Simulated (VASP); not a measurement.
# CdS (F-43m) in VASP: settings compared

The runs below take CdS through single point, with PBE, PBE0, B3LYP.

All numbers are computed with VASP 6.6.1; they aren't measurements. Logs are shortened: lines on timing, memory, paths and dates and some standing lists are left out, and cuts for length are marked.

### Step 1. The cell of the first run

The structure is cubic, space group F-43m (No. 216). Conventional cell: a = 5.833 Å, b = 5.833 Å, c = 5.833 Å, α = 90.00°, β = 90.00°, γ = 90.00°. Cd (site symmetry -43m) has 4 S at 2.53 Å within 3.3 Å. S (site symmetry -43m) has 4 Cd at 2.53 Å within 3.3 Å.

### Step 2. Single point, PBE

Input file INCAR:

```
SYSTEM = CdS
ALGO = Normal
EDIFF = 1E-6
ENCUT = 500
GGA = PE
GGA_COMPAT = .FALSE.
ISIF = 2
ISMEAR = 1
LASPH = .TRUE.
LCHARG = .FALSE.
LREAL = .FALSE.
LWAVE = .FALSE.
NBANDS = 16
NELM = 120
PREC = Accurate
SIGMA = 0.1
```

Input file KPOINTS:

```
k-points
0
G
  4 4 4
  0 0 0
```

Input file POSCAR:

```
CdS
1.0
    0.0000000000      2.9165000000      2.9165000000
    2.9165000000      0.0000000000      2.9165000000
    2.9165000000      2.9165000000      0.0000000000
Cd S
1 1
Direct
    0.0000000000      0.0000000000      0.0000000000
    0.2500000000      0.2500000000      0.2500000000
```

Potentials or basis: VASP PAW PBE potentials, release 64 (Cd, S).

Command:

```bash
cat potpaw_PBE.64/Cd/POTCAR potpaw_PBE.64/S/POTCAR > POTCAR
mpirun -np 1 vasp_std > vasp.out
```

OUTCAR:

```text
SYSTEM = CdS
   EDIFF = 1E-6
   ENCUT = 500
   GGA = PE
   ISIF = 2
   ISMEAR = 1
   LASPH = .TRUE.
   LREAL = .FALSE.
   NELM = 120
   PREC = Accurate

 ion  position               nearest neighbor table
   1  0.000  0.000  0.000-   2 2.53   2 2.53   2 2.53   2 2.53
   2  0.250  0.250  0.250-   1 2.53   1 2.53   1 2.53   1 2.53

  LATTYP: Found a face centered cubic cell.
 ALAT       =     5.8330000000

  Lattice vectors:

 A1 = (   0.0000000000,   2.9165000000,   2.9165000000)
 A2 = (   2.9165000000,   0.0000000000,   2.9165000000)
 A3 = (   2.9165000000,   2.9165000000,   0.0000000000)

Analysis of symmetry for initial positions (statically):
=====================================================================
 Subroutine PRICEL returns:
 Original cell was already a primitive cell.

 Routine SETGRP: Setting up the symmetry group for a
 face centered cubic supercell.

 Subroutine GETGRP returns: Found 24 space group operations
 (whereof 24 operations were pure point group operations)
 out of a pool of 48 trial point group operations.

The static configuration has the point symmetry T_d .

Analysis of symmetry for dynamics (positions and initial velocities):
=====================================================================
 Subroutine PRICEL returns:
 Original cell was already a primitive cell.

 Routine SETGRP: Setting up the symmetry group for a
 face centered cubic supercell.

 Subroutine GETGRP returns: Found 24 space group operations
 (whereof 24 operations were pure point group operations)
 out of a pool of 48 trial point group operations.

The dynamic configuration has the point symmetry T_d .

 Subroutine INISYM returns: Found 24 space group operations
 (whereof 24 operations are pure point group operations),
 and found     1 'primitive' translations

----------------------------------------------------------------------------------------

                                     Primitive cell

  volume of cell :      49.6153

  direct lattice vectors                    reciprocal lattice vectors
     0.000000000  2.916500000  2.916500000    -0.171438368  0.171438368  0.171438368
     2.916500000  0.000000000  2.916500000     0.171438368 -0.171438368  0.171438368
     2.916500000  2.916500000  0.000000000     0.171438368  0.171438368 -0.171438368

  length of vectors
     4.124553855  4.124553855  4.124553855     0.296939964  0.296939964  0.296939964

  position of ions in fractional coordinates (direct lattice)
     0.000000000  0.000000000  0.000000000
     0.250000000  0.250000000  0.250000000

  ion indices of the primitive-cell ions
   primitive index   ion index
                 1           1
                 2           2

----------------------------------------------------------------------------------------

 KPOINTS: k-points

Automatic generation of k-mesh.
 Grid dimensions read from file:
 generate k-points for:    4    4    4

 Generating k-lattice:

  Cartesian coordinates                     Fractional coordinates (reciprocal lattice)
    -0.042859592  0.042859592  0.042859592     0.250000000  0.000000000  0.000000000
     0.042859592 -0.042859592  0.042859592     0.000000000  0.250000000  0.000000000
     0.042859592  0.042859592 -0.042859592     0.000000000  0.000000000  0.250000000

  Length of vectors
     0.074234991  0.074234991  0.074234991

  Shift w.r.t. Gamma in fractional coordinates (k-lattice)
     0.000000000  0.000000000  0.000000000

 Subroutine IBZKPT returns following result:
 ===========================================

 Found      8 irreducible k-points:

 Following reciprocal coordinates:
            Coordinates               Weight
  0.000000  0.000000  0.000000      1.000000
  0.250000  0.000000  0.000000      8.000000
  0.500000  0.000000  0.000000      4.000000
  0.250000  0.250000  0.000000      6.000000
  0.500000  0.250000  0.000000     24.000000
 -0.250000  0.250000  0.000000     12.000000
  0.500000  0.500000  0.000000      3.000000
 -0.250000  0.500000  0.250000      6.000000
   k-points           NKPTS =      8   k-points in BZ     NKDIM =      8   number of bands    NBANDS=     16
   number of dos      NEDOS =    301   number of ions     NIONS =      2
   total plane-waves  NPLWV =  27000
   dimension x,y,z NGX =    30 NGY =   30 NGZ =   30
   dimension x,y,z NGXF=    60 NGYF=   60 NGZF=   60
   ions per type =               1   1
   NGX,Y,Z   is equivalent  to a cutoff of  12.09, 12.09, 12.09 a.u.
   NGXF,Y,Z  is equivalent  to a cutoff of  24.18, 24.18, 24.18 a.u.
 SYSTEM =  CdS
   PREC   = accura    normal or accurate (medium, high low for compatibility)
   ISTART =      0    job   : 0-new  1-cont  2-samecut
   ICHARG =      2    charge: 1-file 2-atom 10-const
   ISPIN  =      1    spin polarized calculation?
   LNONCOLLINEAR =      F non collinear calculations
   LSORBIT =      F    spin-orbit coupling
   LASPH  =      T    aspherical Exc in radial PAW
   ENCUT  =  500.0 eV  36.75 Ry    6.06 a.u.   7.52  7.52  7.52*2*pi/ulx,y,z
   NELM   =    120;   NELMIN=  2; NELMDL= -5     # of ELM steps
   EDIFF  = 0.1E-05   stopping-criterion for ELM
   LREAL  =      F    real-space projection
   EDIFFG = 0.1E-04   stopping-criterion for IOM
   NSW    =      0    number of steps for IOM
   IBRION =     -1    ionic relax: 0-MD 1-quasi-New 2-CG
   NFREE  =      0    steps in history (QN), initial steepest desc. (CG)
   ISIF   =      2    stress and relaxation
   ISYM   =      2    0-nonsym 1-usesym 2-fastsym
   POTIM  = 0.5000    time-step for ionic-motion
   TEBEG  =    0.0;   TEEND  =   0.0 temperature during run
   PSTRESS=    0.0 pullay stress
   NELECT =      18.0000    total number of electrons
   NUPDOWN=      -1.0000    fix difference up-down
   EMIN   =  10.00;   EMAX   =-10.00  energy-range for DOS
   EFERMI =   0.00;   METHOD = LEGACY
   ISMEAR =     1;   SIGMA  =   0.10  broadening in eV -4-tet -1-fermi 0-gaus
   EFERMI_NEDOS =   21; number of points for ismear=-14 and -15
   IALGO  =     38    algorithm
   IMIX   =      4    mixing-type and parameters
     AMIX     =   0.40;   BMIX     =  1.00
     AMIX_MAG =   1.60;   BMIX_MAG =  1.00
  volume/ion in A,a.u.               =      24.81       167.41
  Fermi-wavevector in a.u.,A,eV,Ry     =   1.167599  2.206442 18.548649  1.363287
  Thomas-Fermi vector in A             =   2.304097
   LORBIT       =      0    0 simple, 1 ext, 2 COOP (PROOUT), +10 PAW based schemes
   GGA     = PE    functional components
   LHFCALC =     F    Hartree Fock is set to
   AEXX    =    0.0000 exact exchange contribution
   IVDW    =     0    specifies the selected vdW correction
   LEPSILON=     F    determine dielectric tensor
   LRPA    =     F    only Hartree local field effects (RPA)
 non-spin polarized calculation
 Methfessel and Paxton  Order N= 1 SIGMA  =   0.10
  energy-cutoff  :      500.00
  volume of cell :       49.62
 maximum number of plane-waves:      1283
   NGX = 15   NGY = 15   NGZ = 15

 number of electron      18.0000003 magnetization

 Free energy of the ion-electron system (eV)
  ---------------------------------------------------
  ext. energy  EPLUGINS =         0.00000000
  ---------------------------------------------------
  free energy    TOTEN  =        -6.08751843 eV

  energy without entropy =       -6.08779021  energy(sigma->0) =       -6.08760902

 E-fermi :   1.4217     XC(G=0):  -9.1404

 val. band max:        1.3375008874   @ k =   0.0000   0.0000   0.0000
 cond. band min:       2.4758753638   @ k =   0.0000   0.0000   0.0000
 fundamental gap:      1.1383744765
 Fermi energy:         1.4216889528

 k-point     1 :       0.0000    0.0000    0.0000
  band No.  band energies     occupation
      1     -11.0301      2.00000
      2      -6.4120      2.00000
      3      -6.4120      2.00000
      4      -6.4120      2.00000
      5      -5.9346      2.00000
      6      -5.9346      2.00000
      7       1.3375      2.00000
      8       1.3375      2.00000
      9       1.3375      2.00000
     10       2.4759     -0.00000
     11       7.8681      0.00000
     12       7.8681      0.00000
     13       7.8681      0.00000
     14      12.7671      0.00000
     15      12.8062      0.00000
     16      12.8062      0.00000

 k-point     2 :       0.2500    0.0000    0.0000
  band No.  band energies     occupation
      1     -10.8168      2.00000
      2      -6.3409      2.00000
      3      -6.3409      2.00000
      4      -6.1652      2.00000
      5      -5.9303      2.00000
      6      -5.9303      2.00000
      7      -1.1646      2.00000
      8       0.9396      2.00000
      9       0.9396      2.00000
     10       4.1121      0.00000
     11       7.6312      0.00000
     12       8.3734      0.00000
     13       8.3734      0.00000
     14      11.9723      0.00000
     15      11.9723      0.00000
     16      12.6610      0.00000

 k-point     3 :       0.5000    0.0000    0.0000
  band No.  band energies     occupation
      1     -10.6038      2.00000
      2      -6.2920      2.00000
      3      -6.2920      2.00000
      4      -5.8967      2.00000
      5      -5.8967      2.00000
      6      -5.5522      2.00000
      7      -3.0742      2.00000
      8       0.5844      2.00000
      9       0.5844      2.00000
     10       4.3406      0.00000
     11       8.3343      0.00000
     12       8.3343      0.00000
     13       8.8119      0.00000
     14      12.4170      0.00000
     15      13.8780      0.00000
     16      13.8780      0.00000

 k-point     4 :       0.2500    0.2500    0.0000
  band No.  band energies     occupation
      1     -10.7476      2.00000
      2      -6.2529      2.00000
      3      -6.2529      2.00000
      4      -6.2395      2.00000
      5      -5.9506      2.00000
      6      -5.8912      2.00000
      7      -0.9860      2.00000
      8       0.3132      2.00000
      9       0.3132      2.00000
     10       4.9342      0.00000
     11       6.1466      0.00000
     12       9.4771      0.00000
     13       9.4771      0.00000
     14       9.7554      0.00000
     15      13.1836      0.00000
     16      16.0364      0.00000

 k-point     5 :       0.5000    0.2500    0.0000
  band No.  band energies     occupation
      1     -10.5395      2.00000
      2      -6.2385      2.00000
      3      -6.1751      2.00000
      4      -6.0244      2.00000
      5      -5.8819      2.00000
      6      -5.5188      2.00000
      7      -2.5383      2.00000
      8      -0.6341      2.00000
      9      -0.0126      2.00000
     10       5.5432      0.00000
     11       6.8203      0.00000
     12       8.9312      0.00000
     13       9.7534      0.00000
     14      11.7746      0.00000
     15      13.9948      0.00000
     16      14.9524      0.00000

 k-point     6 :      -0.2500    0.2500    0.0000
  band No.  band energies     occupation
      1     -10.6075      2.00000
      2      -6.2603      2.00000
      3      -6.2468      2.00000
      4      -5.9591      2.00000
      5      -5.9460      2.00000
      6      -5.6810      2.00000
      7      -2.1598      2.00000
      8      -0.7023      2.00000
      9       0.5659      2.00000
     10       5.6198      0.00000
     11       7.4830      0.00000
     12       8.0749      0.00000
     13       9.0215      0.00000
     14      11.5739      0.00000
     15      13.6675      0.00000
     16      14.6975      0.00000

 k-point     7 :       0.5000    0.5000    0.0000
  band No.  band energies     occupation
      1     -10.4723      2.00000
      2      -6.1997      2.00000
      3      -6.0636      2.00000
      4      -6.0636      2.00000
      5      -5.8474      2.00000
      6      -5.4869      2.00000
      7      -2.6251      2.00000
      8      -0.5457      2.00000
      9      -0.5457      2.00000
     10       4.8755      0.00000
     11       5.6772      0.00000
     12      10.5689      0.00000
     13      12.1081      0.00000
     14      12.1081      0.00000
     15      13.6933      0.00000
     16      14.8290      0.00000

 k-point     8 :      -0.2500    0.5000    0.2500
  band No.  band energies     occupation
      1     -10.4741      2.00000
      2      -6.1806      2.00000
      3      -6.1605      2.00000
      4      -5.9735      2.00000
      5      -5.9270      2.00000
      6      -5.3011      2.00000
      7      -2.5702      2.00000
      8      -0.9346      2.00000
      9      -0.8597      2.00000
     10       6.7637      0.00000
     11       6.7660      0.00000
     12       8.5701      0.00000
     13       9.4023      0.00000
     14      12.4279      0.00000
     15      14.5497      0.00000
     16      14.6538      0.00000

------------------------ aborting loop because EDIFF is reached ----------------------------------------

  FORCE on cell =-STRESS in cart. coord.  units (eV):
  Direction    XX          YY          ZZ          XY          YZ          ZX
  --------------------------------------------------------------------------------------
  -------------------------------------------------------------------------------------
  Total        1.0397032      1.0397032      1.0397032      0.0000000      0.0000000     -0.0000000
  in kB       33.5740728     33.5740728     33.5740728      0.0000000      0.0000000     -0.0000000
  external PRESSURE =      33.5740728 kB  Pullay stress =       0.0000000 kB

 VOLUME and BASIS-vectors are now :
 -----------------------------------------------------------------------------
  energy-cutoff  :      500.00
  volume of cell :       49.62
      direct lattice vectors                 reciprocal lattice vectors
     0.000000000  2.916500000  2.916500000    -0.171438368  0.171438368  0.171438368
     2.916500000  0.000000000  2.916500000     0.171438368 -0.171438368  0.171438368
     2.916500000  2.916500000  0.000000000     0.171438368  0.171438368 -0.171438368

 POSITION                                       TOTAL-FORCE (eV/Angst)
 -----------------------------------------------------------------------------------
      0.00000      0.00000      0.00000        -0.000000     -0.000000      0.000000
      1.45825      1.45825      1.45825         0.000000      0.000000     -0.000000
 -----------------------------------------------------------------------------------
    total drift:                               -0.000000     -0.000000     -0.000000

  FREE ENERGIE OF THE ION-ELECTRON SYSTEM (eV)
  ---------------------------------------------------
  free  energy   TOTEN  =        -6.0875184285 eV

  energy  without entropy=       -6.0877902054  energy(sigma->0) =       -6.08760902
```

Wall time 7.9 s (1 thread of AMD EPYC 7R43 (Zen 3), shared host); peak memory 0.13 GiB.

Results:

```
Free energy            : -6.0875 eV
Pressure               : 3.4 GPa
Band gap on the k mesh : 1.14 eV
```

Caveat: the k points lie up to 0.47 Å⁻¹ apart.

[end of part 1 of 2]
